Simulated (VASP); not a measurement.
# Pb (Fd-3m) in VASP: a series of runs

Runs on Pb. Level: LDA. Tasks: single point.

All numbers are computed with VASP 6.6.1; they aren't measurements. Logs are shortened: lines on timing, memory, paths and dates and some standing lists are left out, and cuts for length are marked.

## Step 1: The cell of the first run

Symmetry: Fd-3m, No. 227, cubic system. Conventional cell: a = 6.878 Å, b = 6.878 Å, c = 6.878 Å, α = 90.00°, β = 90.00°, γ = 90.00°. Pb (site symmetry -43m) has 4 Pb at 2.98 Å within 3.9 Å.

## Step 2: Single point, LDA

INCAR

```
PREC = Accurate
ENCUT = 520
EDIFF = 1E-7
ISMEAR = -1
SIGMA = 0.05
LREAL = F
LASPH = T
NELM = 100
ALGO = Fast
ISIF = 2
LWAVE = F
LCHARG = F
NBANDS = 21
```

KPOINTS

```
Automatic mesh
0
Gamma
  7 7 7
```

POSCAR

```
Pb
1.0
    0.0000000000      3.4390000555      3.4390000555
    3.4390000555      0.0000000000      3.4390000555
    3.4390000555      3.4390000555      0.0000000000
Pb
2
Direct
    0.2500000000      0.2500000000      0.2500000000
    0.0000000000      0.0000000000      0.0000000000
```

Potentials or basis: VASP PAW LDA potentials, release 64 (Pb_d).

Launch:

```bash
> cat potpaw_LDA.64/Pb_d/POTCAR > POTCAR
> mpirun -np 1 vasp_std > vasp.out
```

OUTCAR:

```text
PREC = Accurate
   ENCUT = 520
   EDIFF = 1E-7
   ISMEAR = -1
   LREAL = F
   LASPH = T
   NELM = 100
   ISIF = 2

 ion  position               nearest neighbor table
   1  0.250  0.250  0.250-   2 2.98   2 2.98   2 2.98   2 2.98
   2  0.000  0.000  0.000-   1 2.98   1 2.98   1 2.98   1 2.98

  LATTYP: Found a face centered cubic cell.
 ALAT       =     6.8780001110

  Lattice vectors:

 A1 = (   0.0000000000,   3.4390000555,   3.4390000555)
 A2 = (   3.4390000555,   0.0000000000,   3.4390000555)
 A3 = (   3.4390000555,   3.4390000555,   0.0000000000)

Analysis of symmetry for initial positions (statically):
=====================================================================
 Subroutine PRICEL returns:
 Original cell was already a primitive cell.

 Routine SETGRP: Setting up the symmetry group for a
 face centered cubic supercell.

 Subroutine GETGRP returns: Found 48 space group operations
 (whereof 24 operations were pure point group operations)
 out of a pool of 48 trial point group operations.

The static configuration has the point symmetry T_d .
 The point group associated with its full space group is O_h .

Analysis of symmetry for dynamics (positions and initial velocities):
=====================================================================
 Subroutine PRICEL returns:
 Original cell was already a primitive cell.

 Routine SETGRP: Setting up the symmetry group for a
 face centered cubic supercell.

 Subroutine GETGRP returns: Found 48 space group operations
 (whereof 24 operations were pure point group operations)
 out of a pool of 48 trial point group operations.

The dynamic configuration has the point symmetry T_d .
 The point group associated with its full space group is O_h .

 Subroutine INISYM returns: Found 48 space group operations
 (whereof 24 operations are pure point group operations),
 and found     1 'primitive' translations

----------------------------------------------------------------------------------------

                                     Primitive cell

  volume of cell :      81.3442

  direct lattice vectors                    reciprocal lattice vectors
     0.000000000  3.439000056  3.439000056    -0.145391100  0.145391100  0.145391100
     3.439000056  0.000000000  3.439000056     0.145391100 -0.145391100  0.145391100
     3.439000056  3.439000056  0.000000000     0.145391100  0.145391100 -0.145391100

  length of vectors
     4.863480519  4.863480519  4.863480519     0.251824772  0.251824772  0.251824772

  position of ions in fractional coordinates (direct lattice)
     0.250000000  0.250000000  0.250000000
     0.000000000  0.000000000  0.000000000

  ion indices of the primitive-cell ions
   primitive index   ion index
                 1           1
                 2           2

----------------------------------------------------------------------------------------

 KPOINTS: Automatic mesh

Automatic generation of k-mesh.
 Grid dimensions read from file:
 generate k-points for:    7    7    7

 Generating k-lattice:

  Cartesian coordinates                     Fractional coordinates (reciprocal lattice)
    -0.020770157  0.020770157  0.020770157     0.142857143  0.000000000  0.000000000
     0.020770157 -0.020770157  0.020770157     0.000000000  0.142857143  0.000000000
     0.020770157  0.020770157 -0.020770157     0.000000000  0.000000000  0.142857143

  Length of vectors
     0.035974967  0.035974967  0.035974967

  Shift w.r.t. Gamma in fractional coordinates (k-lattice)
     0.000000000  0.000000000  0.000000000

 Subroutine IBZKPT returns following result:
 ===========================================

 Found     20 irreducible k-points:

 Following reciprocal coordinates:
            Coordinates               Weight
  0.000000  0.000000  0.000000      1.000000
  0.142857  0.000000  0.000000      8.000000
  0.285714  0.000000  0.000000      8.000000
  0.428571  0.000000  0.000000      8.000000
  0.142857  0.142857  0.000000      6.000000
  0.285714  0.142857  0.000000     24.000000
[... 12 lines left out ...]
 -0.428571  0.428571  0.142857     24.000000
 -0.285714  0.428571  0.142857     24.000000
   k-points           NKPTS =     20   k-points in BZ     NKDIM =     20   number of bands    NBANDS=     21
   number of dos      NEDOS =    301   number of ions     NIONS =      2
   total plane-waves  NPLWV =  46656
   dimension x,y,z NGX =    36 NGY =   36 NGZ =   36
   dimension x,y,z NGXF=    72 NGYF=   72 NGZF=   72
   ions per type =               2
   NGX,Y,Z   is equivalent  to a cutoff of  12.31, 12.31, 12.31 a.u.
   NGXF,Y,Z  is equivalent  to a cutoff of  24.61, 24.61, 24.61 a.u.
 SYSTEM =  unknown system
   PREC   = accura    normal or accurate (medium, high low for compatibility)
   ISTART =      0    job   : 0-new  1-cont  2-samecut
   ICHARG =      2    charge: 1-file 2-atom 10-const
   ISPIN  =      1    spin polarized calculation?
   LNONCOLLINEAR =      F non collinear calculations
   LSORBIT =      F    spin-orbit coupling
   LASPH  =      T    aspherical Exc in radial PAW
   ENCUT  =  520.0 eV  38.22 Ry    6.18 a.u.   9.04  9.04  9.04*2*pi/ulx,y,z
   NELM   =    100;   NELMIN=  2; NELMDL= -5     # of ELM steps
   EDIFF  = 0.1E-06   stopping-criterion for ELM
   LREAL  =      F    real-space projection
   EDIFFG = 0.1E-05   stopping-criterion for IOM
   NSW    =      0    number of steps for IOM
   IBRION =     -1    ionic relax: 0-MD 1-quasi-New 2-CG
   NFREE  =      0    steps in history (QN), initial steepest desc. (CG)
   ISIF   =      2    stress and relaxation
   ISYM   =      2    0-nonsym 1-usesym 2-fastsym
   POTIM  = 0.5000    time-step for ionic-motion
   TEBEG  =    0.0;   TEEND  =   0.0 temperature during run
   PSTRESS=    0.0 pullay stress
   NELECT =      28.0000    total number of electrons
   NUPDOWN=      -1.0000    fix difference up-down
   EMIN   =  10.00;   EMAX   =-10.00  energy-range for DOS
   EFERMI =   0.00;   METHOD = LEGACY
   ISMEAR =    -1;   SIGMA  =   0.05  broadening in eV -4-tet -1-fermi 0-gaus
   EFERMI_NEDOS =   21; number of points for ismear=-14 and -15
   IALGO  =     68    algorithm
   IMIX   =      4    mixing-type and parameters
     AMIX     =   0.40;   BMIX     =  1.00
     AMIX_MAG =   1.60;   BMIX_MAG =  1.00
  volume/ion in A,a.u.               =      40.67       274.47
  Fermi-wavevector in a.u.,A,eV,Ry     =   1.147322  2.168124 17.909999  1.316348
  Thomas-Fermi vector in A             =   2.284002
   LORBIT       =      0    0 simple, 1 ext, 2 COOP (PROOUT), +10 PAW based schemes
   GGA     = CA    functional components
   LHFCALC =     F    Hartree Fock is set to
   AEXX    =    0.0000 exact exchange contribution
   IVDW    =     0    specifies the selected vdW correction
   LEPSILON=     F    determine dielectric tensor
   LRPA    =     F    only Hartree local field effects (RPA)
 non-spin polarized calculation
 RMM-DIIS sequential band-by-band and
  energy-cutoff  :      520.00
  volume of cell :       81.34
 maximum number of plane-waves:      2213
   NGX = 19   NGY = 19   NGZ = 19

 number of electron      28.0000001 magnetization

 Free energy of the ion-electron system (eV)
  ---------------------------------------------------
  ext. energy  EPLUGINS =         0.00000000
  ---------------------------------------------------
  free energy    TOTEN  =        -7.88774748 eV

  energy without entropy =       -7.88164552  energy(sigma->0) =       -7.88469650

 E-fermi :   4.0464     XC(G=0):  -8.7630

 val. band max:        4.0161465460   @ k =  -0.1429   0.1429   0.0000
 cond. band min:       4.0630141649   @ k =   0.1429   0.0000   0.0000
 fundamental gap:      0.0468676189
 Fermi energy:         4.0464143109

 k-point     1 :       0.0000    0.0000    0.0000
  band No.  band energies     occupation
      1     -13.1031      2.00000
      2     -13.1031      2.00000
      3     -13.1031      2.00000
      4     -13.0232      2.00000
      5     -13.0232      2.00000
      6     -12.5910      2.00000
[... 13 lines left out ...]
     20      11.9890      0.00000
     21      11.9890      0.00000

 k-point     2 :       0.1429    0.0000    0.0000
  band No.  band energies     occupation
      1     -13.1216      2.00000
      2     -13.1216      2.00000
      3     -13.0985      2.00000
      4     -12.9963      2.00000
      5     -12.9963      2.00000
      6     -12.6214      2.00000
[... 13 lines left out ...]
     20      11.2772      0.00000
     21      11.2796      0.00000

 k-point     3 :       0.2857    0.0000    0.0000
  band No.  band energies     occupation
      1     -13.1424      2.00000
      2     -13.1424      2.00000
      3     -13.0876      2.00000
      4     -12.9590      2.00000
      5     -12.9590      2.00000
      6     -12.6520      2.00000
[... 13 lines left out ...]
     20      11.2596      0.00000
     21      11.2596      0.00000

 k-point     4 :       0.4286    0.0000    0.0000
  band No.  band energies     occupation
      1     -13.1509      2.00000
      2     -13.1509      2.00000
      3     -13.0784      2.00000
      4     -12.9408      2.00000
      5     -12.9408      2.00000
      6     -12.6642      2.00000
[... 13 lines left out ...]
     20      12.1512      0.00000
     21      12.1513      0.00000

 k-point     5 :       0.1429    0.1429    0.0000
  band No.  band energies     occupation
      1     -13.1187      2.00000
      2     -13.1178      2.00000
      3     -13.1178      2.00000
      4     -13.0002      2.00000
      5     -12.9674      2.00000
      6     -12.6804      2.00000
[... 13 lines left out ...]
     20      10.1432      0.00000
     21      12.4661      0.00000

 k-point     6 :       0.2857    0.1429    0.0000
  band No.  band energies     occupation
      1     -13.1512      2.00000
      2     -13.1361      2.00000
      3     -13.0948      2.00000
      4     -12.9667      2.00000
      5     -12.9225      2.00000
      6     -12.7304      2.00000
[... 13 lines left out ...]
     20      10.8439      0.00000
     21      12.1652      0.00000

 k-point     7 :       0.4286    0.1429    0.0000
  band No.  band energies     occupation
      1     -13.1743      2.00000
      2     -13.1518      2.00000
      3     -13.0609      2.00000
      4     -12.9325      2.00000
      5     -12.9036      2.00000
      6     -12.7423      2.00000
[... 13 lines left out ...]
     20      11.9899      0.00000
     21      12.6608      0.00000
[... 195 lines left out ...]
      1     -13.1892      2.00000
      2     -13.1720      2.00000
      3     -13.0012      2.00000
      4     -12.9551      2.00000
      5     -12.8004      2.00000
      6     -12.7875      2.00000
[... 13 lines left out ...]
     20      13.1059      0.00000
     21      13.2696      0.00000

 k-point    17 :       0.4286    0.2857    0.1429
  band No.  band energies     occupation
      1     -13.1669      2.00000
      2     -13.1657      2.00000
      3     -13.0582      2.00000
      4     -12.9343      2.00000
      5     -12.8741      2.00000
      6     -12.7828      2.00000
[... 13 lines left out ...]
     20      11.6857      0.00000
     21      12.4727      0.00000

 k-point    18 :      -0.4286    0.2857    0.1429
  band No.  band energies     occupation
      1     -13.1934      2.00000
      2     -13.1736      2.00000
      3     -13.0120      2.00000
      4     -12.8976      2.00000
      5     -12.8539      2.00000
      6     -12.7968      2.00000
[... 13 lines left out ...]
     20      12.0793      0.00000
     21      12.5429      0.00000

 k-point    19 :      -0.4286    0.4286    0.1429
  band No.  band energies     occupation
      1     -13.1869      2.00000
      2     -13.1841      2.00000
      3     -13.0017      2.00000
      4     -12.9044      2.00000
      5     -12.8477      2.00000
      6     -12.7729      2.00000
[... 13 lines left out ...]
     20      12.4019      0.00000
     21      13.6994      0.00000

 k-point    20 :      -0.2857    0.4286    0.1429
  band No.  band energies     occupation
      1     -13.2029      2.00000
      2     -13.1853      2.00000
      3     -12.9690      2.00000
      4     -12.8743      2.00000
      5     -12.8347      2.00000
      6     -12.7909      2.00000
[... 13 lines left out ...]
     20      12.5722      0.00000
     21      13.6965      0.00000

------------------------ aborting loop because EDIFF is reached ----------------------------------------

  FORCE on cell =-STRESS in cart. coord.  units (eV):
  Direction    XX          YY          ZZ          XY          YZ          ZX
  --------------------------------------------------------------------------------------
  -------------------------------------------------------------------------------------
  Total       -0.3437230     -0.3437230     -0.3437230      0.0000000     -0.0000000      0.0000000
  in kB       -6.7700608     -6.7700608     -6.7700608      0.0000000     -0.0000000      0.0000000
  external PRESSURE =      -6.7700608 kB  Pullay stress =       0.0000000 kB

 VOLUME and BASIS-vectors are now :
 -----------------------------------------------------------------------------
  energy-cutoff  :      520.00
  volume of cell :       81.34
      direct lattice vectors                 reciprocal lattice vectors
     0.000000000  3.439000056  3.439000056    -0.145391100  0.145391100  0.145391100
     3.439000056  0.000000000  3.439000056     0.145391100 -0.145391100  0.145391100
     3.439000056  3.439000056  0.000000000     0.145391100  0.145391100 -0.145391100

 POSITION                                       TOTAL-FORCE (eV/Angst)
 -----------------------------------------------------------------------------------
      1.71950      1.71950      1.71950        -0.000000     -0.000000     -0.000000
      0.00000      0.00000      0.00000         0.000000      0.000000      0.000000
 -----------------------------------------------------------------------------------
    total drift:                                0.000000      0.000000      0.000000

  FREE ENERGIE OF THE ION-ELECTRON SYSTEM (eV)
  ---------------------------------------------------
  free  energy   TOTEN  =        -7.8877474845 eV

  energy  without entropy=       -7.8816455235  energy(sigma->0) =       -7.88469650
```

Run time: 55 s. Hardware: 1 thread of AMD EPYC 7R13, shared host; peak memory 0.15 GiB.

Results:

```yaml
Free_energy: -7.8877 eV
Pressure: -0.7 GPa
Band_gap_on_the_k_mesh: zero (band 14 reaches 4.45 eV, above the bottom of band 15 at 3.34 eV)
```

Caveat: spin-orbit coupling is left out, which moves the levels of the heavy elements.

[end of part 1 of 2]
